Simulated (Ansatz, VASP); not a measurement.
AlP in VASP and in Ansatz

```
CELL_PARAMETERS angstrom
0.00000 2.72550 2.72550
2.72550 0.00000 2.72550
2.72550 2.72550 0.00000
ATOMIC_POSITIONS crystal
Al 0.00000 0.00000 0.00000
P 0.25000 0.25000 0.25000
```

Alike in both runs: task single point; functional LDA; k mesh 8 × 8 × 8; no spin polarisation.

|  | VASP | Ansatz |
| --- | --- | --- |
| version | VASP 6.6.1 | Ansatz 0.2.0 |
| potentials or method | VASP PAW LDA potentials, release 64 (Al, P) | plane waves, PAW |
| plane-wave cutoff (eV) | 500 | 420 |
| occupations | gaussian, width 0.01 eV | fixed |
| valence electrons in the cell | 8 | 8 |

```tsv
	VASP	Ansatz	Ansatz less VASP
gap on the k mesh at the Fermi level (eV)	1.43	1.44	+0.005
pressure (GPa)	-0.8	-0.8	-0.05
```

LDA's correlation is that of Perdew and Zunger in VASP and of Perdew and Wang (1992) in Ansatz.
